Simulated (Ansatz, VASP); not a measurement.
**Two plane-wave programs on GaP**

File INCAR:

```
SYSTEM = GaP
PREC = Accurate
ENCUT = 520
EDIFF = 1E-6
ISMEAR = 0
SIGMA = 0.05
LREAL = .False.
LASPH = .True.
NELM = 100
ALGO = Normal
ISIF = 2
LWAVE = .False.
LCHARG = .True.
GGA = CA
LELF = .True.
LVHAR = .True.
NBANDS = 16
```

KPOINTS

```
regular mesh
0
Gamma
  10 10 10
  0 0 0
```

The input POSCAR:

```
GaP
1.0
    0.0000000000      2.7625868314      2.6520833581
    2.7625868314      0.0000000000      2.6520833581
    2.7625868314      2.7625868314      0.0000000000
Ga P
1 1
Direct
    0.0000000000      0.0000000000      0.0000000000
    0.7500000000      0.7500000000      0.7500000000
```

Input for Ansatz:

```yaml
crystal:
  lattice:
    - [0.0, 2.7625868314, 2.6520833581]
    - [2.7625868314, 0.0, 2.6520833581]
    - [2.7625868314, 2.7625868314, 0.0]
  atoms:
    - { symbol: Ga, position: [0.0, 0.0, 0.0] }
    - { symbol: P, position: [0.75, 0.75, 0.75] }
basis:
  ecutwfc: 420
kpoints:
  mp_grid: { grid: [10, 10, 10] }
hamiltonian:
  xc: lda
scf:
  occupations: { method: gaussian, width: 0.05 }
output:
  forces: true
  stress: true
  eigenvalues: true
```

Alike in both runs: task single point; functional LDA; k mesh 10 × 10 × 10; occupations gaussian, width 0.05 eV; no spin polarisation.

```csv
,VASP,Ansatz
version,VASP 6.6.1,Ansatz 0.2.0
potentials or method,"VASP PAW LDA potentials, release 64 (Ga_d, P), cutoff 520 eV","scalar-relativistic, plane waves, PAW"
valence electrons in the cell,18,18
```

Ansatz gave:

| Item | Value |
| --- | --- |
| gap on the k mesh at the Fermi level (eV) | 1.07 |
| least direct gap on the mesh (eV) | 1.45 |
| pressure (GPa) | -2.8 |
| traceless stress, the component that is largest in VASP (GPa) | 1.97 |

**Question.** Which values does VASP return?

**Answer.** gap on the k mesh at the Fermi level (eV): 1.07; least direct gap on the mesh (eV): 1.48; pressure (GPa): -2.7; traceless stress, the component that is largest in VASP (GPa): 1.97.

LDA's correlation is that of Perdew and Zunger in VASP and of Perdew and Wang (1992) in Ansatz.
